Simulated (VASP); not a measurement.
A run of VASP 6.6.1 is set up as follows.

Contents of INCAR:

```
SYSTEM = Al
PREC = Accurate
ENCUT = 520
EDIFF = 1E-7
ISMEAR = 0
SIGMA = 0.05
LREAL = .False.
LASPH = .True.
NELM = 100
ALGO = Normal
ISIF = 2
LWAVE = .False.
LCHARG = .True.
LELF = .True.
LVHAR = .True.
NBANDS = 10
```

KPOINTS

```
regular mesh
0
Gamma
  12 12 6
  0 0 0
```

File POSCAR:

```
Al
1.0
    2.7935788943      0.0000000000      0.0000000000
   -1.3967899438      2.4193108095      0.0000000000
    0.0000000000      0.0000000000      4.8341855930
Al
2
Direct
    0.6666666667      0.3333333333      0.7500000000
    0.3333333333      0.6666666667      0.2500000000
```

Potentials or basis: VASP PAW LDA potentials, release 64 (Al).

Run with:

```bash
$ cat potpaw_LDA.64/Al/POTCAR > POTCAR
$ mpirun -np 1 vasp_std > vasp.out
```

Task: Predict the band gap on the k mesh.

Result: Zero (band 3 reaches 11.60 eV, above the bottom of band 4 at 4.78 eV).

Task: What does it give for the pressure?

Result: -1.8 GPa.

Stress tensor (GPa, compression positive):
```
-0.57  0.00  0.00
 0.00 -0.57  0.00
 0.00  0.00 -4.23
```
